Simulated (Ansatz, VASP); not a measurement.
WC in VASP and in Ansatz

File INCAR:

```
  PREC = Accurate
  ENCUT = 520
  EDIFF = 1E-6
  ISMEAR = -1
  SIGMA = 0.05
  LREAL = F
  LASPH = T
  NELM = 100
  ALGO = Normal
  ISIF = 2
  LWAVE = F
  LCHARG = T
  GGA = PS
  LELF = T
  LVHAR = T
  NBANDS = 16
```

KPOINTS

```
regular mesh
0
Gamma
  13 13 12
```

The input POSCAR:

```
WC
1.0
    2.9005014360      0.0000000000      0.0000000000
   -1.4502507180      2.5119079273      0.0000000000
    0.0000000000      0.0000000000      2.7441300000
W C
1 1
Direct
    0.0000000000      0.0000000000      0.0000000000
    0.6666666667      0.3333333333      0.5000000000
```

Input for Ansatz:

```yaml
crystal:
  lattice:
    - [2.900501436, 0.0, 0.0]
    - [-1.450250718, 2.5119079273, 0.0]
    - [0.0, 0.0, 2.74413]
  atoms:
    - { symbol: W, position: [0.0, 0.0, 0.0] }
    - { symbol: C, position: [0.6666666667, 0.3333333333, 0.5] }
kpoints:
  mp_grid: { grid: [13, 13, 12] }
  band_path:
    path:
      - [0.0, 0.0, 0.0]
      - [0.5, 0.0, 0.0]
      - [0.3333333333, 0.3333333333, 0.0]
      - [0.0, 0.0, 0.0]
      - [0.0, 0.0, 0.5]
      - [0.5, 0.0, 0.5]
      - [0.3333333333, 0.3333333333, 0.5]
      - [0.0, 0.0, 0.5]
      - [0.5, 0.0, 0.5]
    npoints: 5
scf:
  occupations: { method: fermi_dirac, width: 0.05 }
hamiltonian:
  xc: pbesol
  pseudopotentials: { kind: all_electron, lapw: { basis_error: 0.001 } }
output:
  forces: true
  stress: true
  eigenvalues: true
```

Change from the starting cell: zz strain of -3 %.

Alike in both runs: task single point; functional PBEsol; k mesh 13 × 13 × 12; occupations fermi-dirac, width 0.05 eV; no spin polarisation.

|  | VASP | Ansatz |
| --- | --- | --- |
| version | VASP 6.6.1 | Ansatz 0.2.0 |
| potentials or method | VASP PAW PBE potentials, release 64 (W_sv, C), cutoff 520 eV | all-electron LAPW, scalar-relativistic |

```csv
,VASP,Ansatz,Ansatz less VASP
pressure (GPa),15.6,14.1,-1.51
"traceless stress, the component that is largest in VASP (GPa)",17.86,17.51,-0.350
```

VASP's potentials were made for PBE, not for PBEsol. Ansatz ran all-electron here, and VASP with PAW potentials.

Neither program's run includes spin-orbit coupling.
